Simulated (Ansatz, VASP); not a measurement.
# ZnO in VASP and in Ansatz

File INCAR:

```
AGGAC = 1.0 ; AGGAX = 1.0
ALDAC = 0.0 ; ALDAX = 1.0
ALGO = Normal ; EDIFF = 1E-6
ENCUT = 1340 ; GGA = B5
GGA_COMPAT = F ; ISIF = 2
ISMEAR = -1 ; IVDW = 12
LASPH = T ; LCHARG = F
LREAL = F ; LWAVE = F
NBANDS = 26 ; NELM = 120
PREC = Accurate ; SIGMA = 0.05
VDW_A1 = 0.4298 ; VDW_A2 = 4.2359
VDW_S6 = 1.0 ; VDW_S8 = 2.6996
```

Contents of KPOINTS:

```
k-points
0
Gamma
  9 9 5
```

The input POSCAR:

```
ZnO
1.0
    3.2493080000      0.0000000000      0.0000000000
   -1.6246540000      2.8139832727      0.0000000000
    0.0000000000      0.0000000000      5.2057090000
Zn O
2 2
Direct
    0.6666666667      0.3333333333      0.0000000000
    0.3333333333      0.6666666667      0.5000000000
    0.3333333333      0.6666666667      0.8790100000
    0.6666666667      0.3333333333      0.3790100000
```

The input input.yaml:

```yaml
crystal:
  lattice:
    - [3.249308, 0.0, 0.0]
    - [-1.624654, 2.8139832727, 0.0]
    - [0.0, 0.0, 5.205709]
  atoms:
    - { symbol: Zn, position: [0.6666666667, 0.3333333333, 0.0] }
    - { symbol: Zn, position: [0.3333333333, 0.6666666667, 0.5] }
    - { symbol: O, position: [0.3333333333, 0.6666666667, 0.87901] }
    - { symbol: O, position: [0.6666666667, 0.3333333333, 0.37901] }
hamiltonian:
  xc: blyp
  pseudopotentials: { kind: paw }
  dispersion: d3bj
kpoints:
  mp_grid: { grid: [9, 9, 5] }
scf:
  occupations: { method: fermi_dirac, width: 0.05 }
output:
  forces: true
  stress: true
  eigenvalues: true
```

Alike in both runs: task single point; functional BLYP; dispersion D3(BJ); k mesh 9 × 9 × 5; occupations fermi-dirac, width 0.05 eV; no spin polarisation.

|  | VASP | Ansatz |
| --- | --- | --- |
| version | VASP 6.6.1 | Ansatz 0.2.0 |
| potentials or method | VASP PAW PBE potentials, release 64 (Zn, O_h) | Ansatz PAW |
| plane-wave cutoff (eV) | 1340 | 420 |
| valence electrons in the cell | 36 | 36 |

VASP gave:

| Item | Value |
| --- | --- |
| gap on the k mesh at the Fermi level (eV) | 0.97 |
| least direct gap on the mesh (eV) | 0.97 |
| pressure (GPa) | 3.7 |
| traceless stress, the component that is largest in VASP (GPa) | 1.46 |
| rms of the force components (eV/Å) | 0.039 |

Which values does Ansatz return?

gap on the k mesh at the Fermi level (eV): 0.96; least direct gap on the mesh (eV): 0.96; pressure (GPa): 2.9; traceless stress, the component that is largest in VASP (GPa): 1.42; rms of the force components (eV/Å): 0.037.

VASP's potentials were made for PBE, not for BLYP. Atom by atom the forces differ by 0.002 eV/Å (rms over components).

Noted on Ansatz's run: odd divisions of the mesh miss points on the zone boundary, where band edges often lie, so the gap on the mesh can be too wide.
